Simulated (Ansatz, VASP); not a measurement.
## Pt2C in VASP and in Ansatz

The input INCAR:

```
SYSTEM = Pt2C
ALGO = Normal
EDIFF = 1E-6
ENCUT = 520
GGA = PE
ISIF = 2
ISMEAR = 0
LASPH = .TRUE.
LCHARG = .FALSE.
LREAL = .FALSE.
LWAVE = .FALSE.
NBANDS = 33
NELM = 100
PREC = Accurate
SIGMA = 0.1
```

Contents of KPOINTS:

```
k-points
0
G
  4 4 6
  0 0 0
```

File POSCAR:

```
Pt2C
1.0
    5.4513435100      0.0000000000      0.0000000000
    0.0000000000      5.4513435100      0.0000000000
    0.0000000000      0.0000000000      3.1312478200
Pt C
4 2
Direct
    0.7147240000      0.2852760000      0.5000000000
    0.2852760000      0.7147240000      0.5000000000
    0.2147240000      0.2147240000      0.0000000000
    0.7852760000      0.7852760000      0.0000000000
    0.0000000000      0.0000000000      0.5000000000
    0.5000000000      0.5000000000      0.0000000000
```

Input for Ansatz:

```yaml
crystal:
  lattice:
    - [5.45134351, 0.0, 0.0]
    - [0.0, 5.45134351, 0.0]
    - [0.0, 0.0, 3.13124782]
  atoms:
    - { symbol: Pt, position: [0.714724, 0.285276, 0.5] }
    - { symbol: Pt, position: [0.285276, 0.714724, 0.5] }
    - { symbol: Pt, position: [0.214724, 0.214724, 0.0] }
    - { symbol: Pt, position: [0.785276, 0.785276, 0.0] }
    - { symbol: C, position: [0.0, 0.0, 0.5] }
    - { symbol: C, position: [0.5, 0.5, 0.0] }
basis:
  ecutwfc: 420
kpoints:
  mp_grid: { grid: [4, 4, 6] }
hamiltonian:
  xc: pbe
scf:
  occupations: { method: gaussian, width: 0.1 }
  lower_state_search: "off"
output:
  forces: true
  stress: true
  eigenvalues: true
```

Change from the starting cell: species swapped into the TaO2 type (P4_2/mnm, No. 136).

Alike in both runs: task single point; functional PBE; k mesh 4 × 4 × 6; occupations gaussian, width 0.1 eV; no spin polarisation.

```csv
,VASP,Ansatz
version,VASP 6.6.1,Ansatz 0.2.0
potentials or method,"VASP PAW PBE potentials, release 64 (Pt, C), cutoff 520 eV","scalar-relativistic, plane waves, PAW"
valence electrons in the cell,48,80
```

|  | VASP | Ansatz | Ansatz less VASP |
| --- | --- | --- | --- |
| gap on the k mesh at the Fermi level (eV) | none | none | - |
| pressure (GPa) | -25.1 | -25.0 | +0.05 |
| traceless stress, the component that is largest in VASP (GPa) | 3.67 | 3.68 | +0.010 |
| rms of the force components (eV/Å) | 0.179 | 0.177 | -0.0019 |

Atom by atom the forces differ by 0.002 eV/Å (rms over components). A gap of «none» marks a metal or a gap that the smearing closes. With one functional, cell and mesh, what is left measures potentials, basis and numerics. VASP's potentials hold 48 valence electrons a cell and Ansatz's 80, so a difference there can come from the potentials and not from the codes.

Spin-orbit coupling is off throughout.
